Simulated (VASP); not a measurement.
Set up this calculation in VASP 6.6.1, as the native input.

| Property | Result |
| --- | --- |
| Task | single point |
| Functional | r2SCAN |
| Potentials or basis | VASP PAW PBE potentials, release 64 (Os) |
| Cutoff | 520 eV |
| k mesh | 20 × 20 × 20 |
| Occupations | gaussian, width 0.15 eV |
| Spin | no spin polarisation |
| Dipole correction | no |
| Further INCAR settings | ALGO = Normal; EDIFF = 1e-06; NBANDS = 10 |

Os:

```
CELL_PARAMETERS angstrom
0.00000 1.94500 1.94500
1.97418 0.00000 1.94500
1.97418 1.94500 0.00000
ATOMIC_POSITIONS crystal
Os 0.00000 0.00000 0.00000
```

This cell differs from its parent crystal: strain +0.0150 x Voigt [1, 0, 0, 0, 0, 0].

These files were run (other wordings do the same):

POSCAR

```
Os
1.0
    0.0000000000      1.9450000000      1.9450000000
    1.9741750000      0.0000000000      1.9450000000
    1.9741750000      1.9450000000      0.0000000000
Os
1
Direct
    0.0000000000      0.0000000000      0.0000000000
```

INCAR.step1

```
SYSTEM = Os
PREC = Accurate
ENCUT = 520
ISMEAR = 0
SIGMA = 0.15
LREAL = .FALSE.
LASPH = .TRUE.
NELM = 80
NBANDS = 10
GGA = PE
ALGO = Normal
EDIFF = 1E-4
LWAVE = .TRUE.
LCHARG = .FALSE.
```

INCAR.step2

```
SYSTEM = Os
PREC = Accurate
ENCUT = 520
EDIFF = 1E-6
ISMEAR = 0
SIGMA = 0.15
LREAL = .FALSE.
LASPH = .TRUE.
NELM = 80
ALGO = Normal
ISIF = 2
LWAVE = .FALSE.
LCHARG = .TRUE.
METAGGA = R2SCAN
LMIXTAU = .TRUE.
LELF = .TRUE.
LVHAR = .TRUE.
NBANDS = 10
ISTART = 1
```

KPOINTS

```
Automatic mesh
0
G
  20 20 20
  0 0 0
```

Potentials or basis: VASP PAW PBE potentials, release 64 (Os).

Run with:

```console
$ cat potpaw_PBE.64/Os/POTCAR > POTCAR
$ cp INCAR.step1 INCAR
$ mpirun -np 1 vasp_std > vasp.out
$ cp INCAR.step2 INCAR
$ mpirun -np 1 vasp_std > vasp.out
```

Results of the run:

```json
{
  "Pressure": "-21.2 GPa",
  "Band gap on the k mesh": "zero (band 4 reaches 10.56 eV, above the bottom of band 5 at 6.75 eV)"
}
```

Caveat: the cell differs from its parent crystal (strain +0.0150 x Voigt [1, 0, 0, 0, 0, 0]); the PAW data sets were made with another functional, which shifts forces and pressure a little; spin-orbit coupling is left out, which moves the levels of the heavy elements.

Run time: 2.2 min on 1 thread of Intel(R) Xeon(R) 6975P-C (Granite Rapids), with other jobs on the host, peak memory 0.22 GiB.
